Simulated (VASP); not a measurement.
# SrCl2 in VASP: further runs

Runs on SrCl2. Level: PBEsol. Tasks: single point.

Everything below comes from runs of VASP 6.6.1. Logs are shortened: lines on timing, memory, paths and dates and some standing lists are left out, and cuts for length are marked.

## (1) The cell of the first run

The typed cell holds 3 atoms: a = 4.950 Å, b = 4.950 Å, c = 4.950 Å, α = 59.97°, β = 59.97°, γ = 59.97°.

## (2) Single point, PBEsol (28.57 Å³/atom)

The input, INCAR:

```
SYSTEM = SrCl2
PREC = Accurate
ENCUT = 520
EDIFF = 1E-7
ISMEAR = 0
SIGMA = 0.05
LREAL = .FALSE.
LASPH = .TRUE.
NELM = 60
ALGO = Normal
ISIF = 2
LWAVE = .FALSE.
LCHARG = .FALSE.
GGA = PS
NBANDS = 19
```

The input, KPOINTS:

```
Automatic mesh
0
G
  8 8 8
  0 0 0
```

The input, POSCAR:

```
SrCl2
1.0
    2.4738304231      1.4282666607      4.0426393038
   -2.4738304231      1.4282666607      4.0426393038
    0.0000000000     -2.8565333214      4.0426393038
Sr Cl
1 2
Direct
    0.0000000000      0.0000000000      0.0000000000
    0.2499365507      0.2499365507      0.2499365507
    0.7500634493      0.7500634493      0.7500634493
```

Potentials or basis: VASP PAW PBE potentials, release 64 (Sr_sv, Cl).

On the command line:

```sh
$ cat potpaw_PBE.64/Sr_sv/POTCAR potpaw_PBE.64/Cl/POTCAR > POTCAR
$ mpirun -np 1 vasp_std > vasp.out
```

OUTCAR:

```text
SYSTEM = SrCl2
   PREC = Accurate
   ENCUT = 520
   EDIFF = 1E-7
   ISMEAR = 0
   LREAL = .FALSE.
   LASPH = .TRUE.
   NELM = 60
   ISIF = 2
   GGA = PS

 ion  position               nearest neighbor table
   1  0.000  0.000  0.000-   3 3.03   2 3.03   3 3.03   3 3.03   2 3.03   2 3.03   3 3.03   2 3.03

   2  0.250  0.250  0.250-   1 3.03   1 3.03   1 3.03   1 3.03
   3  0.750  0.750  0.750-   1 3.03   1 3.03   1 3.03   1 3.03

  LATTYP: Found a trigonal (rhomboedric) cell.
 ALAT       =     4.9500217330
 COS(alpha) =     0.5004768310

  Lattice vectors:

 A1 = (   2.4738304231,   1.4282666607,   4.0426393038)
 A2 = (  -2.4738304231,   1.4282666607,   4.0426393038)
 A3 = (   0.0000000000,  -2.8565333214,   4.0426393038)

Analysis of symmetry for initial positions (statically):
=====================================================================
 Subroutine PRICEL returns:
 Original cell was already a primitive cell.

 Routine SETGRP: Setting up the symmetry group for a
 trigonal (rhombohedral) supercell.

 Subroutine GETGRP returns: Found 12 space group operations
 (whereof 12 operations were pure point group operations)
 out of a pool of 12 trial point group operations.

The static configuration has the point symmetry D_3d.

Analysis of symmetry for dynamics (positions and initial velocities):
=====================================================================
 Subroutine PRICEL returns:
 Original cell was already a primitive cell.

 Routine SETGRP: Setting up the symmetry group for a
 trigonal (rhombohedral) supercell.

 Subroutine GETGRP returns: Found 12 space group operations
 (whereof 12 operations were pure point group operations)
 out of a pool of 12 trial point group operations.

The dynamic configuration has the point symmetry D_3d.

 Subroutine INISYM returns: Found 12 space group operations
 (whereof 12 operations are pure point group operations),
 and found     1 'primitive' translations

----------------------------------------------------------------------------------------

                                     Primitive cell

  volume of cell :      85.7029

  direct lattice vectors                    reciprocal lattice vectors
     2.473830423  1.428266661  4.042639304     0.202115713  0.116691561  0.082454384
    -2.473830423  1.428266661  4.042639304    -0.202115713  0.116691561  0.082454384
     0.000000000 -2.856533321  4.042639304     0.000000000 -0.233383123  0.082454384

  length of vectors
     4.950021733  4.950021733  4.950021733     0.247520519  0.247520519  0.247520519

  position of ions in fractional coordinates (direct lattice)
     0.000000000  0.000000000  0.000000000
     0.249936551  0.249936551  0.249936551
     0.750063449  0.750063449  0.750063449

  ion indices of the primitive-cell ions
   primitive index   ion index
                 1           1
                 2           2
                 3           3

----------------------------------------------------------------------------------------

 KPOINTS: Automatic mesh

Automatic generation of k-mesh.
 Grid dimensions read from file:
 generate k-points for:    8    8    8

 Generating k-lattice:

  Cartesian coordinates                     Fractional coordinates (reciprocal lattice)
     0.025264464  0.014586445  0.010306798     0.125000000  0.000000000  0.000000000
    -0.025264464  0.014586445  0.010306798     0.000000000  0.125000000  0.000000000
     0.000000000 -0.029172890  0.010306798     0.000000000  0.000000000  0.125000000

  Length of vectors
     0.030940065  0.030940065  0.030940065

  Shift w.r.t. Gamma in fractional coordinates (k-lattice)
     0.000000000  0.000000000  0.000000000

 Subroutine IBZKPT returns following result:
 ===========================================

 Found     65 irreducible k-points:

 Following reciprocal coordinates:
            Coordinates               Weight
  0.000000  0.000000  0.000000      1.000000
  0.125000  0.000000  0.000000      6.000000
  0.250000  0.000000  0.000000      6.000000
  0.375000  0.000000 -0.000000      6.000000
  0.500000  0.000000  0.000000      3.000000
  0.125000  0.125000  0.000000      6.000000
[... 16 lines left out ...]
  0.250000  0.125000  0.125000      6.000000
  0.375000  0.125000  0.125000      6.000000
 [... further k-points ...]
   k-points           NKPTS =     65   k-points in BZ     NKDIM =     65   number of bands    NBANDS=     19
   number of dos      NEDOS =    301   number of ions     NIONS =      3
   total plane-waves  NPLWV =  64000
   dimension x,y,z NGX =    40 NGY =   40 NGZ =   40
   dimension x,y,z NGXF=    80 NGYF=   80 NGZF=   80
   ions per type =               1   2
   NGX,Y,Z   is equivalent  to a cutoff of  13.43, 13.43, 13.43 a.u.
   NGXF,Y,Z  is equivalent  to a cutoff of  26.87, 26.87, 26.87 a.u.
 SYSTEM =  SrCl2
   PREC   = accura    normal or accurate (medium, high low for compatibility)
   ISTART =      0    job   : 0-new  1-cont  2-samecut
   ICHARG =      2    charge: 1-file 2-atom 10-const
   ISPIN  =      1    spin polarized calculation?
   LNONCOLLINEAR =      F non collinear calculations
   LSORBIT =      F    spin-orbit coupling
   LASPH  =      T    aspherical Exc in radial PAW
   ENCUT  =  520.0 eV  38.22 Ry    6.18 a.u.   9.20  9.20  9.20*2*pi/ulx,y,z
   NELM   =     60;   NELMIN=  2; NELMDL= -5     # of ELM steps
   EDIFF  = 0.1E-06   stopping-criterion for ELM
   LREAL  =      F    real-space projection
   EDIFFG = 0.1E-05   stopping-criterion for IOM
   NSW    =      0    number of steps for IOM
   IBRION =     -1    ionic relax: 0-MD 1-quasi-New 2-CG
   NFREE  =      0    steps in history (QN), initial steepest desc. (CG)
   ISIF   =      2    stress and relaxation
   ISYM   =      2    0-nonsym 1-usesym 2-fastsym
   POTIM  = 0.5000    time-step for ionic-motion
   TEBEG  =    0.0;   TEEND  =   0.0 temperature during run
   PSTRESS=    0.0 pullay stress
   NELECT =      24.0000    total number of electrons
   NUPDOWN=      -1.0000    fix difference up-down
   EMIN   =  10.00;   EMAX   =-10.00  energy-range for DOS
   EFERMI =   0.00;   METHOD = LEGACY
   ISMEAR =     0;   SIGMA  =   0.05  broadening in eV -4-tet -1-fermi 0-gaus
   EFERMI_NEDOS =   21; number of points for ismear=-14 and -15
   IALGO  =     38    algorithm
   IMIX   =      4    mixing-type and parameters
     AMIX     =   0.40;   BMIX     =  1.00
     AMIX_MAG =   1.60;   BMIX_MAG =  1.00
  volume/ion in A,a.u.               =      28.57       192.78
  Fermi-wavevector in a.u.,A,eV,Ry     =   1.071059  2.024008 15.608162  1.147168
  Thomas-Fermi vector in A             =   2.206788
   LORBIT       =      0    0 simple, 1 ext, 2 COOP (PROOUT), +10 PAW based schemes
   GGA     = PS    functional components
   LHFCALC =     F    Hartree Fock is set to
   AEXX    =    0.0000 exact exchange contribution
   IVDW    =     0    specifies the selected vdW correction
   LEPSILON=     F    determine dielectric tensor
   LRPA    =     F    only Hartree local field effects (RPA)
 non-spin polarized calculation
 Gauss-broadening in eV      SIGMA  =   0.05
  energy-cutoff  :      520.00
  volume of cell :       85.70
 maximum number of plane-waves:      2332
 NGX is ok and might be reduce to    40
   NGX = 19   NGY = 19   NGZ = 19

 number of electron      24.0000002 magnetization

 Free energy of the ion-electron system (eV)
  ---------------------------------------------------
  ext. energy  EPLUGINS =         0.00000000
  ---------------------------------------------------
  free energy    TOTEN  =       -13.33160103 eV

  energy without entropy =      -13.33160103  energy(sigma->0) =      -13.33160103

 E-fermi :   0.3199     XC(G=0):  -8.4490

 val. band max:        0.0220907957   @ k =   0.5000   0.5000   0.0000
 cond. band min:       5.1208914399   @ k =   0.0000   0.0000   0.0000
 fundamental gap:      5.0988006442
 Fermi energy:         0.3198902397

 k-point     1 :       0.0000    0.0000    0.0000
  band No.  band energies     occupation
      1     -32.8092      2.00000
      2     -14.8210      2.00000
      3     -14.8210      2.00000
      4     -14.8210      2.00000
      5     -13.2451      2.00000
      6     -12.3969      2.00000
[... 11 lines left out ...]
     18       8.8870      0.00000
     19       9.2420      0.00000

 k-point     2 :       0.1250    0.0000    0.0000
  band No.  band energies     occupation
      1     -32.8088      2.00000
      2     -14.8735      2.00000
      3     -14.8230      2.00000
      4     -14.8230      2.00000
      5     -13.1552      2.00000
      6     -12.4312      2.00000
[... 11 lines left out ...]
     18       8.7201      0.00000
     19       9.5410      0.00000

 k-point     3 :       0.2500    0.0000    0.0000
  band No.  band energies     occupation
      1     -32.8077      2.00000
      2     -14.9807      2.00000
      3     -14.8279      2.00000
      4     -14.8279      2.00000
      5     -12.9709      2.00000
      6     -12.4964      2.00000
[... 11 lines left out ...]
     18       8.5438      0.00000
     19       9.4758      0.00000

 k-point     4 :       0.3750    0.0000   -0.0000
  band No.  band energies     occupation
      1     -32.8066      2.00000
      2     -15.0689      2.00000
      3     -14.8327      2.00000
      4     -14.8327      2.00000
      5     -12.8598      2.00000
      6     -12.5012      2.00000
[... 11 lines left out ...]
     18       8.5122      0.00000
     19       8.6576      0.00000

 k-point     5 :       0.5000    0.0000    0.0000
  band No.  band energies     occupation
      1     -32.8061      2.00000
      2     -15.1013      2.00000
      3     -14.8347      2.00000
      4     -14.8347      2.00000
      5     -12.8471      2.00000
      6     -12.4720      2.00000
[... 11 lines left out ...]
     18       8.5443      0.00000
     19       8.5708      0.00000

 k-point     6 :       0.1250    0.1250    0.0000
  band No.  band energies     occupation
      1     -32.8086      2.00000
      2     -14.8864      2.00000
      3     -14.8258      2.00000
      4     -14.8258      2.00000
      5     -13.1240      2.00000
      6     -12.4438      2.00000
[... 11 lines left out ...]
     18       8.6452      0.00000
     19       9.0397      0.00000

 k-point     7 :       0.2500    0.1250   -0.0000
  band No.  band energies     occupation
      1     -32.8077      2.00000
      2     -14.9670      2.00000
      3     -14.8352      2.00000
      4     -14.8312      2.00000
      5     -12.9656      2.00000
      6     -12.5041      2.00000
[... 11 lines left out ...]
     18       8.6967      0.00000
     19       9.1633      0.00000

 k-point     8 :       0.3750    0.1250    0.0000
  band No.  band energies     occupation
      1     -32.8066      2.00000
      2     -15.0464      2.00000
      3     -14.8536      2.00000
      4     -14.8361      2.00000
      5     -12.8226      2.00000
      6     -12.5353      2.00000
[... 256 lines left out ...]
 k-point    20 :      -0.3750    0.3750    0.0000
  band No.  band energies     occupation
      1     -32.8052      2.00000
      2     -15.0839      2.00000
      3     -14.9431      2.00000
      4     -14.8477      2.00000
      5     -12.6526      2.00000
      6     -12.5359      2.00000
[... 11 lines left out ...]
     18       9.1402      0.00000
     19       9.7736      0.00000

 k-point    21 :       0.5000    0.5000    0.0000
  band No.  band energies     occupation
      1     -32.8051      2.00000
      2     -15.1619      2.00000
      3     -14.8538      2.00000
      4     -14.8538      2.00000
      5     -12.6984      2.00000
      6     -12.4919      2.00000
[... 11 lines left out ...]
     18       8.4580      0.00000
     19       9.7133      0.00000

 k-point    22 :       0.1250    0.1250    0.1250
  band No.  band energies     occupation
      1     -32.8088      2.00000
      2     -14.8735      2.00000
      3     -14.8230      2.00000
      4     -14.8230      2.00000
      5     -13.1554      2.00000
      6     -12.4311      2.00000
[... 11 lines left out ...]
     18       8.7182      0.00000
     19       9.5426      0.00000

 k-point    23 :       0.2500    0.1250    0.1250
  band No.  band energies     occupation
      1     -32.8081      2.00000
      2     -14.9334      2.00000
      3     -14.8371      2.00000
      4     -14.8245      2.00000
      5     -13.0319      2.00000
      6     -12.4781      2.00000
[... 11 lines left out ...]
     18       8.9904      0.00000
     19       9.4475      0.00000

 k-point    24 :       0.3750    0.1250    0.1250
  band No.  band energies     occupation
      1     -32.8070      2.00000
      2     -15.0152      2.00000
      3     -14.8592      2.00000
      4     -14.8293      2.00000
      5     -12.8631      2.00000
      6     -12.5312      2.00000
[... 11 lines left out ...]
     18       8.6903      0.00000
     19       9.5104      0.00000

 [... further k-points ...]

------------------------ aborting loop because EDIFF is reached ----------------------------------------

  FORCE on cell =-STRESS in cart. coord.  units (eV):
  Direction    XX          YY          ZZ          XY          YZ          ZX
  --------------------------------------------------------------------------------------
  -------------------------------------------------------------------------------------
  Total       -0.6697907     -0.6697907     -0.6744300      0.0000000     -0.0000000      0.0000000
  in kB      -12.5214377    -12.5214377    -12.6081681      0.0000000     -0.0000000      0.0000000
  external PRESSURE =     -12.5503478 kB  Pullay stress =       0.0000000 kB

 VOLUME and BASIS-vectors are now :
 -----------------------------------------------------------------------------
  energy-cutoff  :      520.00
  volume of cell :       85.70
      direct lattice vectors                 reciprocal lattice vectors
     2.473830423  1.428266661  4.042639304     0.202115713  0.116691561  0.082454384
    -2.473830423  1.428266661  4.042639304    -0.202115713  0.116691561  0.082454384
     0.000000000 -2.856533321  4.042639304     0.000000000 -0.233383123  0.082454384

 POSITION                                       TOTAL-FORCE (eV/Angst)
 -----------------------------------------------------------------------------------
      0.00000      0.00000      0.00000         0.000000      0.000000      0.000000
      0.00000      0.00000      3.03121         0.000000      0.000000      0.001240
      0.00000      0.00000      9.09671         0.000000     -0.000000     -0.001240
 -----------------------------------------------------------------------------------
    total drift:                                0.000000      0.000000     -0.000000

  FREE ENERGIE OF THE ION-ELECTRON SYSTEM (eV)
  ---------------------------------------------------
  free  energy   TOTEN  =       -13.3316010309 eV

  energy  without entropy=      -13.3316010309  energy(sigma->0) =      -13.33160103
```

It took 2.3 min on 1 thread of Oxide Virtual Turin-like, shared host; peak memory 0.25 GiB.

Results:

```yaml
Free_energy: -13.3316 eV
Pressure: -1.3 GPa
Band_gap_on_the_k_mesh: 5.10 eV (least direct gap 5.37 eV)
```

Levels at points of the mesh, in eV from the valence-band top:
| k point | band 10 | band 11 | band 12 | band 13 | band 14 | band 15 |
| --- | --- | --- | --- | --- | --- | --- |
| (0.00, 0.00, 0.00) | -0.34 | -0.34 | -0.34 | 5.10 | 5.98 | 5.98 |
| (0.50, 0.00, 0.00) | -1.33 | -1.06 | -1.06 | 6.60 | 6.60 | 7.38 |
| (0.50, 0.50, 0.00) | -0.41 | -0.41 | 0.00 | 5.37 | 6.90 | 7.49 |
| (0.50, 0.50, 0.50) | -1.33 | -1.06 | -1.06 | 6.60 | 6.60 | 7.38 |

Caveat: the PAW data sets were made with another functional, which shifts forces and pressure a little.

(Continued in part 2 of 2.)
